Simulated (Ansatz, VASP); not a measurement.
KCl in VASP and in Ansatz

Contents of POSCAR:

```
KCl
1.0
    3.9891418156      0.0000000000      0.0000000000
    0.0000000000      3.7711682885      0.0000000000
    0.0000000000      0.0000000000      3.7711682885
K Cl
1 1
Direct
    0.0000000000      0.0000000000      0.0000000000
    0.5000000000      0.5000000000      0.5000000000
```

The input INCAR.step1:

```
ALGO = Normal
EDIFF = 1E-4
ENCUT = 520
GGA = PE
ISMEAR = 0
LASPH = True
LCHARG = False
LREAL = False
LWAVE = True
NBANDS = 15
NELM = 100
PREC = Accurate
SIGMA = 0.01
```

Contents of INCAR.step2:

```
ALGO = Normal
EDIFF = 1E-6
ENCUT = 520
ISIF = 2
ISMEAR = 0
ISTART = 1
LASPH = True
LCHARG = True
LELF = True
LMIXTAU = True
LREAL = False
LVHAR = True
LWAVE = False
METAGGA = R2SCAN
NBANDS = 15
NELM = 100
PREC = Accurate
SIGMA = 0.01
```

The input KPOINTS:

```
k-points
0
Gamma
  8 8 8
```

Input for Ansatz:

```yaml
crystal:
  lattice:
    - [3.9891418156, 0.0, 0.0]
    - [0.0, 3.7711682885, 0.0]
    - [0.0, 0.0, 3.7711682885]
  atoms:
    - { symbol: K, position: [0.0, 0.0, 0.0] }
    - { symbol: Cl, position: [0.5, 0.5, 0.5] }
kpoints:
  mp_grid: { grid: [8, 8, 8] }
  band_path:
    path:
      - [0.0, 0.0, 0.0]
      - [0.0, 0.5, 0.0]
      - [0.5, 0.5, 0.0]
      - [0.5, 0.5, 0.5]
      - [0.5, 0.0, 0.5]
    npoints: 1
hamiltonian:
  xc: r2scan
scf:
  occupations: { method: fixed }
  n_extra_bands: 4
output:
  forces: true
  stress: true
  eigenvalues: true
```

Change from the starting cell: uniaxial_x strain +5.8%.

Alike in both runs: task single point; functional r2SCAN; k mesh 8 × 8 × 8; no spin polarisation.

```csv
,VASP,Ansatz
version,VASP 6.6.1,Ansatz 0.2.0
potentials or method,"VASP PAW PBE potentials, release 64 (K_sv, Cl)","plane waves, PAW"
plane-wave cutoff (eV),520,500
occupations,"gaussian, width 0.01 eV",fixed
valence electrons in the cell,16,16
```

```tsv
	VASP	Ansatz	Ansatz less VASP
gap on the k mesh at the Fermi level (eV)	5.41	5.40	-0.006
pressure (GPa)	-1.2	-1.1	+0.05
traceless stress, the component that is largest in VASP (GPa)	-1.65	-1.66	-0.001
```

VASP's potentials were made for PBE, not for r2SCAN.
